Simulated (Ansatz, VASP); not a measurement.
# Two plane-wave programs on CdS

```xyz
6
Lattice="6.6037 0.0000 0.0000 -3.3019 5.7190 0.0000 0.0000 0.0000 4.0021" Properties=species:S:1:pos:R:3 pbc="T T T"
Cd    4.0954    0.0000    2.6681
Cd   -2.0477    3.5467    1.3340
Cd    1.2542    2.1723    0.0000
S     2.4389    0.0000    0.6670
S    -1.2195    2.1122    3.3351
S     2.0824    3.6068    2.0011
```

Alike in both runs: task relaxation of cell and atoms; functional PBE; k mesh 6 × 6 × 8; occupations gaussian, width 0.02 eV; no spin polarisation.

```csv
,VASP,Ansatz
version,VASP 6.6.1,Ansatz 0.2.0
potentials or method,"VASP PAW PBE potentials, release 64 (Cd, S), cutoff 600 eV","scalar-relativistic, plane waves, PAW"
valence electrons in the cell,54,78
```

Ansatz gave:

```
gap on the k mesh at the Fermi level, each at its own relaxed structure (eV) : 0.98
relaxed volume (Å³/atom)                                                     : 25.19
relaxed cell length with the largest relative difference (Å)                 : 6.604
```

Question: What did VASP give for the same quantities?

Answer: gap on the k mesh at the Fermi level, each at its own relaxed structure (eV): 0.97; relaxed volume (Å³/atom): 25.32; relaxed cell length with the largest relative difference (Å): 6.615.

VASP's potentials hold 54 valence electrons a cell and Ansatz's 78, so a difference there can come from the potentials and not from the codes.
